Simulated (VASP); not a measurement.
A run of VASP 6.6.1 is set up as follows.

File INCAR:

```
SYSTEM = Nb3N4
ALGO = Normal
EDIFF = 1E-7
ENCUT = 520
GGA = PE
ISIF = 2
ISMEAR = 0
LASPH = .True.
LCHARG = .False.
LREAL = .False.
LWAVE = .False.
NBANDS = 38
NELM = 80
PREC = Accurate
SIGMA = 0.1
```

The input KPOINTS:

```
k-points
0
Gamma
  8 8 8
  0 0 0
```

File POSCAR:

```
Nb3N4
1.0
    4.7160920388      0.0000000000      0.0000000000
    0.0000000000      4.7160920388      0.0000000000
    0.0000000000      0.0000000000      4.7160920388
Nb N
3 4
Direct
    0.0000000000      0.0000000000      0.5000000000
    0.5000000000      0.0000000000      0.0000000000
    0.0000000000      0.5000000000      0.0000000000
    0.7622856201      0.2377143799      0.2377143799
    0.2377143799      0.7622856201      0.2377143799
    0.2377143799      0.2377143799      0.7622856201
    0.7622856201      0.7622856201      0.7622856201
```

Potentials or basis: VASP PAW PBE potentials, release 64 (Nb_sv, N).

Run with:

```console
$ cat potpaw_PBE.64/Nb_sv/POTCAR potpaw_PBE.64/N/POTCAR > POTCAR
$ mpirun -np 1 vasp_std > vasp.out
```

(1) Predict the band gap on the k mesh.

(2) What does it give for the pressure?

(3) Predict the largest force.

## Answers

(1) zero (an odd number of electrons rules out a gap without spin polarisation).

(2) -0.4 GPa.

(3) 0.022 eV/Å.
